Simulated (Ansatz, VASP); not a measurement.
One calculation of BN, two programs

```
CELL_PARAMETERS angstrom
0.00000 1.61761 1.61761
1.61761 0.00000 1.61761
1.61761 1.61761 0.00000
ATOMIC_POSITIONS crystal
B 0.00000 0.00000 0.00000
N 0.25000 0.25000 0.25000
```

Change from the starting cell: volume scaled by 0.72, PAW files.

Alike in both runs: task single point; functional r2SCAN; k mesh 15 × 15 × 15; occupations fermi-dirac, width 0.08 eV; no spin polarisation.

```csv
,VASP,Ansatz
version,VASP 6.6.1,Ansatz 0.2.0
potentials or method,"VASP PAW PBE potentials, release 64 (B, N)","PAW with Ansatz's default frozen-core files, scalar-relativistic"
plane-wave cutoff (eV),520,500
valence electrons in the cell,8,8
```

|  | VASP | Ansatz | Ansatz less VASP |
| --- | --- | --- | --- |
| gap on the k mesh at the Fermi level (eV) | 5.39 | 5.44 | +0.051 |
| pressure (GPa) | 234.0 | 231.2 | -2.79 |

VASP's potentials were made for PBE, not for r2SCAN. Both programs put the cell under a high pressure, so it lies far from rest at this level. The functional is the same, so the differences come from potentials, cutoffs and numerics.

Noted on VASP's run: the cell as given lies far from equilibrium.
